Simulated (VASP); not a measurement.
# LiB2C2 (P-3m1) in VASP: single point with PBE

Aim: the single point of LiB2C2 with PBE.

Program: VASP 6.6.1. These are calculated values, not measurements. Logs are shortened: lines on timing, memory, paths and dates and some standing lists are left out, and cuts for length are marked.

## (1) The cell of the first run

Symmetry: P-3m1, No. 164, trigonal system. Conventional cell: a = 2.715 Å, b = 2.715 Å, c = 7.118 Å, α = 90.00°, β = 90.00°, γ = 120.00°. Li (site symmetry -3m) has 6 C at 2.33 Å and 6 B at 2.37 Å and 6 Li at 2.71 Å within 3.1 Å. B (site symmetry 3m) has 3 C at 1.57 Å within 2.1 Å. Within 2.1 Å of C (site symmetry 3m) lie 3 B at 1.57 Å.

## (2) Single point, PBE

Input file INCAR:

```
PREC = Accurate
ENCUT = 520
EDIFF = 1E-7
ISMEAR = 0
SIGMA = 0.05
LREAL = F
LASPH = T
NELM = 100
ALGO = Normal
ISIF = 2
LWAVE = F
LCHARG = F
GGA = PE
NBANDS = 16
```

Input file KPOINTS:

```
Automatic mesh
0
Gamma
  9 9 3
```

Input file POSCAR:

```
LiB2C2
1.0
    2.7146440000      0.0000000000      0.0000000000
   -1.3573220000      2.3509510000      0.0000000000
    0.0000000000      0.0000000000      7.1180530000
Li B C
1 2 2
Direct
    0.0000000000      0.0000000000      0.5000000000
    0.3333330000      0.6666670000      0.7498130000
    0.6666670000      0.3333330000      0.2501870000
    0.3333330000      0.6666670000      0.2582190000
    0.6666670000      0.3333330000      0.7417810000
```

Potentials or basis: VASP PAW PBE potentials, release 64 (Li_sv, B, C).

Launch:

```console
$ cat potpaw_PBE.64/Li_sv/POTCAR potpaw_PBE.64/B/POTCAR potpaw_PBE.64/C/POTCAR > POTCAR
$ mpirun -np 1 vasp_std > vasp.out
```

OUTCAR:

```text
PREC = Accurate
   ENCUT = 520
   EDIFF = 1E-7
   ISMEAR = 0
   LREAL = F
   LASPH = T
   NELM = 100
   ISIF = 2
   GGA = PE

 ion  position               nearest neighbor table
   1  0.000  0.000  0.500-   4 2.33   5 2.33   5 2.33   4 2.33   5 2.33   4 2.33   2 2.37   3 2.37
                             2 2.37   3 2.37   3 2.37   2 2.37
   2  0.333  0.667  0.750-   5 1.57   5 1.57   5 1.57   1 2.37   1 2.37   1 2.37
   3  0.667  0.333  0.250-   4 1.57   4 1.57   4 1.57   1 2.37   1 2.37   1 2.37
   4  0.333  0.667  0.258-   3 1.57   3 1.57   3 1.57   1 2.33   1 2.33   1 2.33
   5  0.667  0.333  0.742-   2 1.57   2 1.57   2 1.57   1 2.33   1 2.33   1 2.33

  LATTYP: Found a hexagonal cell.
 ALAT       =     2.7146440000
 C/A-ratio  =     2.6220944625

  Lattice vectors:

 A1 = (   2.7146440000,   0.0000000000,   0.0000000000)
 A2 = (  -1.3573220000,   2.3509510000,   0.0000000000)
 A3 = (   0.0000000000,   0.0000000000,   7.1180530000)

Analysis of symmetry for initial positions (statically):
=====================================================================
 Subroutine PRICEL returns:
 Original cell was already a primitive cell.

 Routine SETGRP: Setting up the symmetry group for a
 hexagonal supercell.

 Subroutine GETGRP returns: Found 12 space group operations
 (whereof 12 operations were pure point group operations)
 out of a pool of 24 trial point group operations.

The static configuration has the point symmetry D_3d.

Analysis of symmetry for dynamics (positions and initial velocities):
=====================================================================
 Subroutine PRICEL returns:
 Original cell was already a primitive cell.

 Routine SETGRP: Setting up the symmetry group for a
 hexagonal supercell.

 Subroutine GETGRP returns: Found 12 space group operations
 (whereof 12 operations were pure point group operations)
 out of a pool of 24 trial point group operations.

The dynamic configuration has the point symmetry D_3d.

 Subroutine INISYM returns: Found 12 space group operations
 (whereof 12 operations are pure point group operations),
 and found     1 'primitive' translations

----------------------------------------------------------------------------------------

                                     Primitive cell

  volume of cell :      45.4274

  direct lattice vectors                    reciprocal lattice vectors
[... 90 lines left out ...]
   LASPH  =      T    aspherical Exc in radial PAW
   ENCUT  =  520.0 eV  38.22 Ry    6.18 a.u.   5.05  5.05 13.23*2*pi/ulx,y,z
   NELM   =    100;   NELMIN=  2; NELMDL= -5     # of ELM steps
   EDIFF  = 0.1E-06   stopping-criterion for ELM
   LREAL  =      F    real-space projection
   EDIFFG = 0.1E-05   stopping-criterion for IOM
   NSW    =      0    number of steps for IOM
   IBRION =     -1    ionic relax: 0-MD 1-quasi-New 2-CG
   NFREE  =      0    steps in history (QN), initial steepest desc. (CG)
   ISIF   =      2    stress and relaxation
   ISYM   =      2    0-nonsym 1-usesym 2-fastsym
   POTIM  = 0.5000    time-step for ionic-motion
   TEBEG  =    0.0;   TEEND  =   0.0 temperature during run
   PSTRESS=    0.0 pullay stress
   NELECT =      17.0000    total number of electrons
   NUPDOWN=      -1.0000    fix difference up-down
   EMIN   =  10.00;   EMAX   =-10.00  energy-range for DOS
   EFERMI =   0.00;   METHOD = LEGACY
   ISMEAR =     0;   SIGMA  =   0.05  broadening in eV -4-tet -1-fermi 0-gaus
   EFERMI_NEDOS =   21; number of points for ismear=-14 and -15
   IALGO  =     38    algorithm
   IMIX   =      4    mixing-type and parameters
     AMIX     =   0.40;   BMIX     =  1.00
     AMIX_MAG =   1.60;   BMIX_MAG =  1.00
  volume/ion in A,a.u.               =       9.09        61.31
  Fermi-wavevector in a.u.,A,eV,Ry     =   1.179737  2.229380 18.936312  1.391780
  Thomas-Fermi vector in A             =   2.316042
   LORBIT       =      0    0 simple, 1 ext, 2 COOP (PROOUT), +10 PAW based schemes
   GGA     = PE    functional components
   LHFCALC =     F    Hartree Fock is set to
   AEXX    =    0.0000 exact exchange contribution
   IVDW    =     0    specifies the selected vdW correction
   LEPSILON=     F    determine dielectric tensor
   LRPA    =     F    only Hartree local field effects (RPA)
 non-spin polarized calculation
 Gauss-broadening in eV      SIGMA  =   0.05
  energy-cutoff  :      520.00
  volume of cell :       45.43
 maximum number of plane-waves:      1237
   NGX = 11   NGY = 11   NGZ = 27

 number of electron      17.0000001 magnetization

 Free energy of the ion-electron system (eV)
  ---------------------------------------------------
  ext. energy  EPLUGINS =         0.00000000
  ---------------------------------------------------
  free energy    TOTEN  =       -33.80577701 eV

  energy without entropy =      -33.80235244  energy(sigma->0) =      -33.80406472

 E-fermi :   2.7004     XC(G=0): -10.0402

 val. band max:        2.6946001638   @ k =   0.0000   0.4444   0.3333
 cond. band min:       2.7187020308   @ k =   0.1111   0.0000   0.0000
 fundamental gap:      0.0241018670
 Fermi energy:         2.7003505448

 k-point     1 :       0.0000    0.0000    0.0000
  band No.  band energies     occupation
      1     -42.1775      2.00000
      2     -11.1915      2.00000
      3     -10.9230      2.00000
      4      -2.5031      2.00000
      5      -0.5927      2.00000
      6       3.2012      0.00000
[... 433 lines left out ...]
      3      -9.3820      2.00000
      4      -1.2904      2.00000
      5      -1.0807      2.00000
      6      -0.3878      2.00000
[... 8 lines left out ...]
     15      13.5105      0.00000
     16      16.0514      0.00000

 [... further k-points ...]
[... 5 lines left out ...]
  --------------------------------------------------------------------------------------
  -------------------------------------------------------------------------------------
  Total       -0.4145825     -0.4145826      0.3345307      0.0000000      0.0000000     -0.0000000
  in kB      -14.6219007    -14.6219049     11.7985554      0.0000000      0.0000000     -0.0000000
  external PRESSURE =      -5.8150834 kB  Pullay stress =       0.0000000 kB

 VOLUME and BASIS-vectors are now :
 -----------------------------------------------------------------------------
  energy-cutoff  :      520.00
  volume of cell :       45.43
      direct lattice vectors                 reciprocal lattice vectors
     2.714644000  0.000000000  0.000000000     0.368372427  0.212679890  0.000000000
    -1.357322000  2.350951000  0.000000000     0.000000000  0.425359780  0.000000000
     0.000000000  0.000000000  7.118053000     0.000000000  0.000000000  0.140487855

 POSITION                                       TOTAL-FORCE (eV/Angst)
 -----------------------------------------------------------------------------------
      0.00000      0.00000      3.55903        -0.000000      0.000000     -0.000000
     -0.00000      1.56730      5.33721         0.000000      0.000000      0.039478
      1.35732      0.78365      1.78084        -0.000000     -0.000000     -0.039478
     -0.00000      1.56730      1.83802         0.000000     -0.000000      0.001047
      1.35732      0.78365      5.28004        -0.000000      0.000000     -0.001047
 -----------------------------------------------------------------------------------
    total drift:                               -0.000000     -0.000000      0.000000

  FREE ENERGIE OF THE ION-ELECTRON SYSTEM (eV)
  ---------------------------------------------------
  free  energy   TOTEN  =       -33.8057770058 eV

  energy  without entropy=      -33.8023524419  energy(sigma->0) =      -33.80406472
```

OSZICAR:

```text
N       E                     dE             d eps       ncg     rms          rms(c)
DAV:   1     0.485257038611E+02    0.48526E+02   -0.76132E+03   992   0.100E+03
DAV:   2    -0.310969919689E+02   -0.79623E+02   -0.74418E+02  1336   0.217E+02
DAV:   3    -0.367316664843E+02   -0.56347E+01   -0.55993E+01  1808   0.444E+01
DAV:   4    -0.368277709239E+02   -0.96104E-01   -0.96047E-01  1264   0.620E+00
DAV:   5    -0.368296315730E+02   -0.18606E-02   -0.18605E-02  1536   0.717E-01    0.892E+00
DAV:   6    -0.343443897577E+02    0.24852E+01   -0.26947E+00  1368   0.890E+00    0.447E+00
DAV:   7    -0.338064109617E+02    0.53798E+00   -0.11281E+00  1440   0.603E+00    0.157E+00
DAV:   8    -0.338029383858E+02    0.34726E-02   -0.90567E-02  1304   0.176E+00    0.602E-01
DAV:   9    -0.338052543301E+02   -0.23159E-02   -0.75674E-03  1368   0.565E-01    0.161E-01
DAV:  10    -0.338056309223E+02   -0.37659E-03   -0.15841E-03  1296   0.234E-01    0.469E-02
DAV:  11    -0.338057657143E+02   -0.13479E-03   -0.35773E-04  1280   0.116E-01    0.265E-02
DAV:  12    -0.338057774348E+02   -0.11720E-04   -0.55757E-05  1360   0.440E-02    0.941E-03
DAV:  13    -0.338057772294E+02    0.20538E-06   -0.70928E-06  1408   0.155E-02    0.205E-03
DAV:  14    -0.338057770291E+02    0.20026E-06   -0.35783E-07  1344   0.418E-03    0.609E-04
DAV:  15    -0.338057770058E+02    0.23367E-07   -0.24522E-08  1176   0.121E-03
   1 F= -.33805777E+02 E0= -.33804065E+02  d E =-.342456E-02
```

Run time: 22 s. Hardware: 1 thread of Intel Xeon Platinum 8488C (Sapphire Rapids), shared host; peak memory 0.16 GiB.

What came out:

```
Free energy   : -33.8058 eV
Largest force : 0.039 eV/Å
```

Forces on the atoms (eV/Å):
```
Li   0.000  0.000  0.000
B    0.000  0.000  0.039
B    0.000  0.000 -0.039
C    0.000  0.000  0.001
C    0.000  0.000 -0.001
```

Caveat: the cutoff is under 1.25 times the usual one of these potentials, so pressure, stress and relaxed cells hold a basis-set (Pulay) error.
